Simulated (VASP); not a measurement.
# SnH2 (I4_1/amd) in VASP: notebook

The runs below take SnH2 through single point, with PBE.

All numbers are computed with VASP 6.6.1; they aren't measurements. Logs are shortened: lines on timing, memory, paths and dates and some standing lists are left out, and cuts for length are marked.

### Step 1. The cell of the first run

Symmetry: I4_1/amd, No. 141, tetragonal system. The conventional cell has a = 4.976 Å, b = 4.976 Å, c = 6.892 Å, α = 90.00°, β = 90.00°, γ = 90.00°. Sn (site symmetry -4m2) has 20 H at 2.83 to 3.83 Å and 4 Sn at 3.03 Å within 3.9 Å. H (site symmetry 2mm) has 1 H at 0.76 Å within 1.0 Å.

The cell was generated, and may not be a known phase.

### Step 2. Single point, PBE

The input, INCAR:

```
ALGO = Normal ; EDIFF = 1E-6
ENCUT = 520 ; GGA = PE
ISIF = 2 ; ISMEAR = 0
LASPH = T ; LCHARG = T
LELF = T ; LREAL = F
LVHAR = T ; LWAVE = F
NBANDS = 25 ; NELM = 60
PREC = Accurate ; SIGMA = 0.01
```

The input, KPOINTS:

```
k-points
0
Gamma
  10 10 10
```

The input, POSCAR:

```
SnH2
1.0
   -2.4881521846      2.4881521846      3.4458240876
    2.4881521846     -2.4881521846      3.4458240876
    2.4881521846      2.4881521846     -3.4458240876
Sn H
2 4
Direct
    0.7500000000      0.2500000000      0.5000000000
    0.0000000000      0.0000000000      0.0000000000
    0.4447350800      0.4447350800      0.0000000000
    0.1947350800      0.6947350800      0.5000000000
    0.3052649200      0.8052649200      0.5000000000
    0.5552649200      0.5552649200      0.0000000000
```

Potentials or basis: VASP PAW PBE potentials, release 64 (Sn_d, H).

The run is started by

```console
cat potpaw_PBE.64/Sn_d/POTCAR potpaw_PBE.64/H/POTCAR > POTCAR
mpirun -np 1 vasp_std > vasp.out
```

OUTCAR:

```text
EDIFF = 1E-6
   ENCUT = 520
   GGA = PE
   ISIF = 2
   ISMEAR = 0
   LASPH = T
   LREAL = F
   NELM = 60
   PREC = Accurate

 ion  position               nearest neighbor table
   1  0.750  0.250  0.500-   2 3.03   2 3.03   2 3.03   2 3.03
   2  0.000  0.000  0.000-   1 3.03   1 3.03   1 3.03   1 3.03
   3  0.445  0.445  0.000-   6 0.76
   4  0.195  0.695  0.500-   5 0.76
   5  0.305  0.805  0.500-   4 0.76
   6  0.555  0.555  0.000-   3 0.76

  LATTYP: Found a body centered tetragonal cell.
 ALAT       =     4.9763043692
 C/A-ratio  =     1.3848928168

  Lattice vectors:

 A1 = (  -2.4881521846,   2.4881521846,   3.4458240876)
 A2 = (   2.4881521846,  -2.4881521846,   3.4458240876)
 A3 = (   2.4881521846,   2.4881521846,  -3.4458240876)

Analysis of symmetry for initial positions (statically):
=====================================================================
 Subroutine PRICEL returns:
 Original cell was already a primitive cell.

 Routine SETGRP: Setting up the symmetry group for a
 body centered tetragonal supercell.

 Subroutine GETGRP returns: Found 16 space group operations
 (whereof  8 operations were pure point group operations)
 out of a pool of 16 trial point group operations.

The static configuration has the point symmetry D_2d.
 The point group associated with its full space group is D_4h.

Analysis of symmetry for dynamics (positions and initial velocities):
=====================================================================
 Subroutine PRICEL returns:
 Original cell was already a primitive cell.

 Routine SETGRP: Setting up the symmetry group for a
 body centered tetragonal supercell.

 Subroutine GETGRP returns: Found 16 space group operations
 (whereof  8 operations were pure point group operations)
 out of a pool of 16 trial point group operations.

The dynamic configuration has the point symmetry D_2d.
 The point group associated with its full space group is D_4h.

 Subroutine INISYM returns: Found 16 space group operations
 (whereof  8 operations are pure point group operations),
 and found     1 'primitive' translations

----------------------------------------------------------------------------------------

                                     Primitive cell

[... 98 lines left out ...]
   EDIFF  = 0.1E-05   stopping-criterion for ELM
   LREAL  =      F    real-space projection
   EDIFFG = 0.1E-04   stopping-criterion for IOM
   NSW    =      0    number of steps for IOM
   IBRION =     -1    ionic relax: 0-MD 1-quasi-New 2-CG
   NFREE  =      0    steps in history (QN), initial steepest desc. (CG)
   ISIF   =      2    stress and relaxation
   ISYM   =      2    0-nonsym 1-usesym 2-fastsym
   POTIM  = 0.5000    time-step for ionic-motion
   TEBEG  =    0.0;   TEEND  =   0.0 temperature during run
   PSTRESS=    0.0 pullay stress
   NELECT =      32.0000    total number of electrons
   NUPDOWN=      -1.0000    fix difference up-down
   EMIN   =  10.00;   EMAX   =-10.00  energy-range for DOS
   EFERMI =   0.00;   METHOD = LEGACY
   ISMEAR =     0;   SIGMA  =   0.01  broadening in eV -4-tet -1-fermi 0-gaus
   EFERMI_NEDOS =   21; number of points for ismear=-14 and -15
   IALGO  =     38    algorithm
   IMIX   =      4    mixing-type and parameters
     AMIX     =   0.40;   BMIX     =  1.00
     AMIX_MAG =   1.60;   BMIX_MAG =  1.00
  volume/ion in A,a.u.               =      14.22        95.97
  Fermi-wavevector in a.u.,A,eV,Ry     =   1.180563  2.230941 18.962834  1.393729
  Thomas-Fermi vector in A             =   2.316853
   LORBIT       =      0    0 simple, 1 ext, 2 COOP (PROOUT), +10 PAW based schemes
   GGA     = PE    functional components
   LHFCALC =     F    Hartree Fock is set to
   AEXX    =    0.0000 exact exchange contribution
   IVDW    =     0    specifies the selected vdW correction
   LEPSILON=     F    determine dielectric tensor
   LRPA    =     F    only Hartree local field effects (RPA)
 non-spin polarized calculation
 Gauss-broadening in eV      SIGMA  =   0.01
  energy-cutoff  :      520.00
  volume of cell :       85.33
 maximum number of plane-waves:      2324
 NGX is ok and might be reduce to    40
   NGX = 19   NGY = 19   NGZ = 19

 number of electron      31.9999992 magnetization

 Free energy of the ion-electron system (eV)
  ---------------------------------------------------
  ext. energy  EPLUGINS =         0.00000000
  ---------------------------------------------------
  free energy    TOTEN  =       -20.45805499 eV

  energy without entropy =      -20.45805472  energy(sigma->0) =      -20.45805485

 E-fermi :   4.3536     XC(G=0):  -9.0718

 val. band max:        4.3325844607   @ k =   0.0000   0.0000   0.0000
 cond. band min:       4.3731826390   @ k =   0.0000   0.0000   0.0000
 fundamental gap:      0.0405981783
 Fermi energy:         4.3535819710

 k-point     1 :       0.0000    0.0000    0.0000
  band No.  band energies     occupation
      1     -16.9553      2.00000
      2     -16.9524      2.00000
      3     -16.9524      2.00000
      4     -16.9235      2.00000
      5     -16.9190      2.00000
      6     -16.7623      2.00000
[... 661 lines left out ...]
     24      13.6996      0.00000
     25      14.3185      0.00000

 [... further k-points ...]

------------------------ aborting loop because EDIFF is reached ----------------------------------------

  FORCE on cell =-STRESS in cart. coord.  units (eV):
  Direction    XX          YY          ZZ          XY          YZ          ZX
  --------------------------------------------------------------------------------------
  -------------------------------------------------------------------------------------
  Total       -0.0765006     -0.0765006     -0.0807977      0.0000000     -0.0000000      0.0000000
  in kB       -1.4363770     -1.4363770     -1.5170598      0.0000000     -0.0000000      0.0000000
  external PRESSURE =      -1.4632712 kB  Pullay stress =       0.0000000 kB

 VOLUME and BASIS-vectors are now :
 -----------------------------------------------------------------------------
  energy-cutoff  :      520.00
  volume of cell :       85.33
      direct lattice vectors                 reciprocal lattice vectors
    -2.488152185  2.488152185  3.445824088     0.000000000  0.200952338  0.145103170
     2.488152185 -2.488152185  3.445824088     0.200952338  0.000000000  0.145103170
     2.488152185  2.488152185 -3.445824088     0.200952338  0.200952338  0.000000000

 POSITION                                       TOTAL-FORCE (eV/Angst)
 -----------------------------------------------------------------------------------
      0.00000      2.48815      1.72291        -0.000000     -0.000000      0.000000
      0.00000      0.00000      0.00000        -0.000000     -0.000000      0.000000
      0.00000      0.00000      3.06496         0.000000      0.000000      0.003360
      2.48815      0.00000      1.34205         0.000000      0.000000      0.003360
      2.48815      0.00000      2.10378         0.000000      0.000000     -0.003360
      0.00000      0.00000      3.82669        -0.000000     -0.000000     -0.003360
 -----------------------------------------------------------------------------------
    total drift:                                0.000000      0.000000     -0.000000

  FREE ENERGIE OF THE ION-ELECTRON SYSTEM (eV)
  ---------------------------------------------------
  free  energy   TOTEN  =       -20.4580549857 eV

  energy  without entropy=      -20.4580547154  energy(sigma->0) =      -20.45805485
```

OSZICAR:

```text
N       E                     dE             d eps       ncg     rms          rms(c)
DAV:   1     0.250386550126E+03    0.25039E+03   -0.15485E+04  5206   0.170E+03
DAV:   2     0.870757860268E+01   -0.24168E+03   -0.23172E+03  5180   0.431E+02
DAV:   3    -0.203865218615E+02   -0.29094E+02   -0.28737E+02  6200   0.136E+02
DAV:   4    -0.214076985118E+02   -0.10212E+01   -0.10189E+01  5698   0.279E+01
DAV:   5    -0.214451475055E+02   -0.37449E-01   -0.37446E-01  7691   0.512E+00    0.644E+00
DAV:   6    -0.207152938705E+02    0.72985E+00   -0.24134E-01  5944   0.410E+00    0.361E+00
DAV:   7    -0.204430008909E+02    0.27229E+00   -0.70192E-01  5820   0.452E+00    0.423E-01
DAV:   8    -0.204559617020E+02   -0.12961E-01   -0.19444E-01  5717   0.265E+00    0.239E-01
DAV:   9    -0.204578760578E+02   -0.19144E-02   -0.12874E-02  6071   0.488E-01    0.132E-01
DAV:  10    -0.204580545288E+02   -0.17847E-03   -0.17255E-03  6466   0.394E-01    0.841E-02
DAV:  11    -0.204580592856E+02   -0.47568E-05   -0.66012E-04  5676   0.179E-01    0.227E-02
DAV:  12    -0.204580523218E+02    0.69638E-05   -0.96237E-05  4787   0.571E-02    0.598E-03
DAV:  13    -0.204580548364E+02   -0.25146E-05   -0.28910E-05  5369   0.247E-02    0.282E-03
DAV:  14    -0.204580549857E+02   -0.14929E-06   -0.11865E-06  3663   0.994E-03
   1 F= -.20458055E+02 E0= -.20458055E+02  d E =-.270251E-06
```

Run time: 5.3 min. Hardware: 1 thread of Intel Xeon Platinum 8175M at 2.50GHz (Skylake/Cascade Lake), shared host; peak memory 0.34 GiB.

Results:

```
Free energy            : -20.4581 eV
Pressure               : -0.1 GPa
Largest force          : 0.003 eV/Å
Band gap on the k mesh : 0.04 eV
```

Forces on the atoms (eV/Å):
```
Sn   0.000  0.000  0.000
Sn   0.000  0.000  0.000
H    0.000  0.000  0.003
H    0.000  0.000  0.003
H    0.000  0.000 -0.003
H    0.000  0.000 -0.003
```

Levels at points of the mesh, in eV from the valence-band top:
| k point | band 12 | band 13 | band 14 | band 15 | band 16 | band 17 | band 18 | band 19 | band 20 | band 21 |
| --- | --- | --- | --- | --- | --- | --- | --- | --- | --- | --- |
| (0.00, 0.00, 0.00) | -6.16 | -5.66 | -1.74 | 0.00 | 0.00 | 0.04 | 1.04 | 1.69 | 1.69 | 4.23 |
| (0.50, 0.00, 0.00) | -8.17 | -6.18 | -4.45 | -1.00 | -0.95 | 1.06 | 1.81 | 2.36 | 5.86 | 6.45 |
| (0.50, 0.50, 0.00) | -7.73 | -6.20 | -6.20 | -2.29 | -2.29 | 3.10 | 3.10 | 6.00 | 6.00 | 6.90 |
| (0.50, 0.50, 0.50) | -7.52 | -6.48 | -6.48 | -2.18 | -2.18 | 2.73 | 2.73 | 6.09 | 6.09 | 7.72 |

Caveat: spin-orbit coupling is left out, which moves the levels of the heavy elements. A k mesh can miss the band edges.

### Step 3. Single point, PBE

The input, INCAR:

```
SYSTEM = SnH2
  PREC = Accurate
  ENCUT = 520
  EDIFF = 1E-7
  ISMEAR = 0
  SIGMA = 0.01
  LREAL = .False.
  LASPH = .True.
  NELM = 60
  ALGO = Normal
  ISIF = 2
  LWAVE = .False.
  LCHARG = .True.
  GGA = PE
  LELF = .True.
  LVHAR = .True.
  NBANDS = 25
```

The input, KPOINTS:

```
Automatic mesh
0
Gamma
  10 10 10
  0 0 0
```

The input, POSCAR:

```
SnH2
1.0
   -2.4877681512      2.4877681512      3.4464650713
    2.4877681512     -2.4877681512      3.4464650713
    2.4877681512      2.4877681512     -3.4464650713
Sn H
2 4
Direct
    0.7500000000      0.2500000000      0.5000000000
    0.0000000000      0.0000000000      0.0000000000
    0.4447367828      0.4447367828      0.0000000000
    0.1947367828      0.6947367828      0.5000000000
    0.3052632172      0.8052632172      0.5000000000
    0.5552632172      0.5552632172      0.0000000000
```

Potentials or basis: VASP PAW PBE potentials, release 64 (Sn_d, H).

The run is started by

```console
cat potpaw_PBE.64/Sn_d/POTCAR potpaw_PBE.64/H/POTCAR > POTCAR
mpirun -np 1 vasp_std > vasp.out
```

Run time: 5.1 min. Hardware: 1 thread of Intel Xeon Platinum 8175M at 2.50GHz (Skylake/Cascade Lake), shared host; peak memory 0.35 GiB.

Results (log left out):

| Property | Result |
| --- | --- |
| Free energy | -20.4581 eV |
| Pressure | -0.1 GPa |
| Largest force | 0.007 eV/Å |
| Band gap on the k mesh | 0.04 eV |

Forces on the atoms (eV/Å):
```
Sn   0.000  0.000  0.000
Sn   0.000  0.000  0.000
H    0.000  0.000  0.007
H    0.000  0.000  0.007
H    0.000  0.000 -0.007
H    0.000  0.000 -0.007
```

Levels at points of the mesh, in eV from the valence-band top:
```csv
k point,band 14,band 15,band 16,band 17,band 18,band 19
"(0.00, 0.00, 0.00)",-1.74,0.00,0.00,0.04,1.04,1.69
"(0.50, 0.00, 0.00)",-4.45,-1.00,-0.95,1.05,1.81,2.36
"(0.50, 0.50, 0.00)",-6.20,-2.29,-2.29,3.10,3.10,6.00
"(0.50, 0.50, 0.50)",-6.48,-2.18,-2.18,2.73,2.73,6.09
```

Caveat: spin-orbit coupling is left out, which moves the levels of the heavy elements. A k mesh can miss the band edges.
